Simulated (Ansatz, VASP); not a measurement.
# Bi: VASP beside Ansatz

```
Bi
1.0
     2.29246    1.32355    4.04675
    -2.29246    1.32355    4.04675
     0.00000   -2.64710    4.04675
Bi
2
Cartesian
  0.0000 0.0000 2.8373
  0.0000 0.0000 9.3029
```

Alike in both runs: task single point; functional PBE; k mesh 8 × 8 × 8; occupations fermi-dirac, width 1 eV; no spin polarisation.

|  | VASP | Ansatz |
| --- | --- | --- |
| version | VASP 6.6.1 | Ansatz 0.2.0 |
| potentials or method | VASP PAW PBE potentials, release 64 (Bi_d), cutoff 520 eV | plane waves (420 eV) with PAW, scalar-relativistic |
| valence electrons in the cell | 30 | 30 |

VASP gave:

| Property | Result |
| --- | --- |
| pressure (GPa) | 4.5 |
| traceless stress, the component that is largest in VASP (GPa) | -0.58 |

**Question.** Estimate Ansatz's values.

**Answer.** Pressure (GPa): 4.6; traceless stress, the component that is largest in VASP (GPa): -0.57.

Neither program's run includes spin-orbit coupling.
